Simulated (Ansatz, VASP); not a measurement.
# One calculation of GaAs, two programs

```
Ga As
1.0
     0.00000    2.74454    2.74454
     2.74454    0.00000    2.74454
     2.74454    2.74454    0.00000
Ga As
1 1
Direct
  0.00000 0.00000 0.00000
  0.25000 0.25000 0.25000
```

Change from the starting cell: volume scaled by 0.94, PAW files.

Alike in both runs: task single point; functional LDA; k mesh 13 × 13 × 13; occupations fermi-dirac, width 0.08 eV; no spin polarisation.

|  | VASP | Ansatz |
| --- | --- | --- |
| version | VASP 6.6.1 | Ansatz 0.2.0 |
| potentials or method | VASP PAW LDA potentials, release 64 (Ga_d, As) | PAW with Ansatz's default frozen-core files, scalar-relativistic |
| plane-wave cutoff (eV) | 520 | 420 |
| valence electrons in the cell | 18 | 28 |

|  | VASP | Ansatz | Ansatz less VASP |
| --- | --- | --- | --- |
| pressure (GPa) | 5.7 | 5.3 | -0.43 |

LDA's correlation is that of Perdew and Zunger in VASP and of Perdew and Wang (1992) in Ansatz. VASP's potentials hold 18 valence electrons a cell and Ansatz's 28, so a difference there can come from the potentials and not from the codes.
